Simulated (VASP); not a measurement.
Wanted: the native input for a VASP 6.6.1 run.

```
Task                   : single point
Functional             : PBEsol
Potentials or basis    : VASP PAW PBE potentials, release 64 (W_sv, Se)
Cutoff                 : 520 eV
k mesh                 : 12 × 12 × 2
Occupations            : gaussian, width 0.05 eV
Spin                   : no spin polarisation
Dipole correction      : no
Further INCAR settings : ALGO = Normal; EDIFF = 1e-06; NBANDS = 20
```

The structure of WSe2 lies in POSCAR:

```
WSe2
1.0
    3.3179375931      0.0000000000      0.0000000000
   -1.6589687966      2.8734182438      0.0000000000
    0.0000000000      0.0000000000     16.6581424200
W Se
1 2
Direct
    0.0000000000      0.0000000000      0.0000000000
    0.3130667796      0.7220359211      0.0997865200
    0.3130667796      0.7220359211      0.9002134800
```

This cell differs from its parent crystal: all Se atoms moved -0.225 Å, as atom 2 along Cartesian [1 -1 0].

The input as run:

INCAR

```
SYSTEM = WSe2
PREC = Accurate ; ENCUT = 520
EDIFF = 1E-6 ; ISMEAR = 0
SIGMA = 0.05 ; LREAL = .FALSE.
LASPH = .TRUE. ; NELM = 100
ALGO = Normal ; ISIF = 2
LWAVE = .FALSE. ; LCHARG = .TRUE.
GGA = PS ; LELF = .TRUE.
LVHAR = .TRUE. ; NBANDS = 20
```

KPOINTS

```
regular mesh
0
G
  12 12 2
  0 0 0
```

Potentials or basis: VASP PAW PBE potentials, release 64 (W_sv, Se).

The run is started by

```console
$ cat potpaw_PBE.64/W_sv/POTCAR potpaw_PBE.64/Se/POTCAR > POTCAR
$ mpirun -np 1 vasp_std > vasp.out
```

It gave:

The largest force is 4.191 eV/Å. The band gap on the k mesh is 1.42 eV (least direct gap 1.46 eV).

Caveat: the cell differs from its parent crystal (all Se atoms moved -0.225 Å, as atom 2 along Cartesian [1 -1 0]); there is no dipole correction, which matters where the two faces differ; the PAW data sets were made with another functional, which shifts forces and pressure a little; spin-orbit coupling is left out, which moves the levels of the heavy elements.

Wall time 24 min on 1 thread of Oxide Virtual Turin-like Processor (shared host), peak memory 0.6 GiB.
